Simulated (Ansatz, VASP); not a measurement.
## Se: VASP beside Ansatz

Contents of INCAR:

```
SYSTEM = Se
  AGGAC = 1.0
  AGGAX = 1.0
  ALDAC = 0.0
  ALDAX = 1.0
  ALGO = Normal
  EDIFF = 1E-7
  ENCUT = 520
  GGA = B5
  ISIF = 2
  ISMEAR = -1
  LASPH = .TRUE.
  LCHARG = .FALSE.
  LREAL = .FALSE.
  LWAVE = .FALSE.
  NBANDS = 13
  NELM = 60
  PREC = Accurate
  SIGMA = 0.1
```

The input KPOINTS:

```
k-points
0
G
  11 11 9
  0 0 0
```

The input POSCAR:

```
Se
1.0
    3.9788901313      0.0000000000      0.0000000000
   -1.9894450657      3.4458199326      0.0000000000
    0.0000000000      0.0000000000      4.0444393021
Se
2
Direct
    0.3333333333      0.6666666667      0.2500000000
    0.6666666667      0.3333333333      0.7500000000
```

Input for Ansatz:

```yaml
crystal:
  lattice:
    - [3.9788901313, 0.0, 0.0]
    - [-1.9894450657, 3.4458199326, 0.0]
    - [0.0, 0.0, 4.0444393021]
  atoms:
    - { symbol: Se, position: [0.3333333333, 0.6666666667, 0.25] }
    - { symbol: Se, position: [0.6666666667, 0.3333333333, 0.75] }
hamiltonian:
  xc: blyp
  pseudopotentials:
    kind: paw
    azcp:
      Se: "pseudopotentials/Se.paw.azcp"
basis:
  ecutwfc: 420
  fft_grid_basis: typed
kpoints:
  mp_grid: { grid: [11, 11, 9], shift: [0, 0, 0] }
magnetization:
  spin_polarized: false
scf:
  occupations: { method: fermi_dirac, width: 0.1 }
  lower_state_search: "off"
output:
  stress: true
```

Alike in both runs: task single point; functional BLYP; k mesh 11 × 11 × 9; occupations fermi-dirac, width 0.1 eV; no spin polarisation.

|  | VASP | Ansatz |
| --- | --- | --- |
| version | VASP 6.6.1 | Ansatz 0.2.0 |
| potentials or method | VASP PAW PBE potentials, release 64 (Se), cutoff 520 eV | plane waves (420 eV) with PAW, scalar-relativistic |
| valence electrons in the cell | 12 | 32 |

VASP gave:

| Property | Result |
| --- | --- |
| pressure (GPa) | -4.4 |
| traceless stress, the component that is largest in VASP (GPa) | -1.91 |

Problem. Which values does Ansatz return?

Solution. Pressure (GPa): -4.5; traceless stress, the component that is largest in VASP (GPa): -1.94.

VASP's potentials were made for PBE, not for BLYP. VASP's potentials hold 12 valence electrons a cell and Ansatz's 32, so a difference there can come from the potentials and not from the codes.
